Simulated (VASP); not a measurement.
Wanted: the native input for a VASP 6.6.1 run.

| Quantity | Value |
| --- | --- |
| Task | relaxation of cell and atoms |
| Functional | LDA |
| Potentials or basis | VASP PAW LDA potentials, release 64 (La) |
| Cutoff | 600 eV |
| k mesh | 10 × 10 × 10 |
| Occupations | fermi-dirac, width 0.08 eV |
| Spin | no spin polarisation |
| Target pressure | 3.5 GPa |
| Dipole correction | no |
| Further INCAR settings | ALGO = Normal; EDIFF = 1e-06; IBRION = 2; EDIFFG = -0.005; NSW = 32; ISIF = 3 |

The structure of La lies in POSCAR:

```
La
1.0
    0.0000000000      3.2024057272      3.2024057272
    3.2024057272      0.0000000000      3.2024057272
    3.2024057272      3.2024057272      0.0000000000
La
2
Direct
   -0.1250000000     -0.1250000000     -0.1250000000
    0.1250000000      0.1250000000      0.1250000000
```

The input as run:

INCAR

```
PREC     = Accurate       # precision mode
ENCUT    = 600            # plane-wave cutoff, eV
EDIFF    = 1E-6           # SCF threshold, eV
ISMEAR   = -1             # smearing method
SIGMA    = 0.08           # smearing width, eV
LREAL    = F              # projectors in reciprocal space
LASPH    = T              # aspherical terms in the spheres
NELM     = 80             # most SCF steps
ALGO     = Normal         # electronic algorithm
ISIF     = 3              # what is computed and relaxed
LWAVE    = F              # write WAVECAR
LCHARG   = F              # write CHGCAR
IBRION   = 2              # ionic algorithm
NSW      = 32             # ionic steps
EDIFFG   = -0.005         # ionic threshold
PSTRESS  = 35.0
```

KPOINTS

```
regular mesh
0
Gamma
  10 10 10
```

Potentials or basis: VASP PAW LDA potentials, release 64 (La).

Launch:

```sh
$ cat potpaw_LDA.64/La/POTCAR > POTCAR
$ mpirun -np 1 vasp_std > vasp.out
```

Results of the run:

```yaml
Relaxed_volume: 32.82 Å³/atom
Relaxed_cell: a = 4.528 Å, b = 4.528 Å, c = 4.528 Å, α = 60.00°, β = 60.00°, γ = 60.00°
Space_group_after_relaxing_to_0.05_Å: Fd-3m (No. 227)
Energy_change_on_relaxing_the_enthalpy_is_what_falls: +0.5 meV/atom
Ionic_steps: 3
Pressure_after_relaxing: 3.5 GPa
Band_gap_on_the_k_mesh: zero (band 11 reaches 8.44 eV, above the bottom of band 12 at 8.25 eV)
```

Caveat: the cell is relaxed towards a set pressure, so the enthalpy falls and the energy may rise; spin-orbit coupling is left out, which moves the levels of the heavy elements.

Run time: 3.2 min on 1 thread of Oxide Virtual Turin-like Processor, with other jobs on the host, peak memory 0.18 GiB.
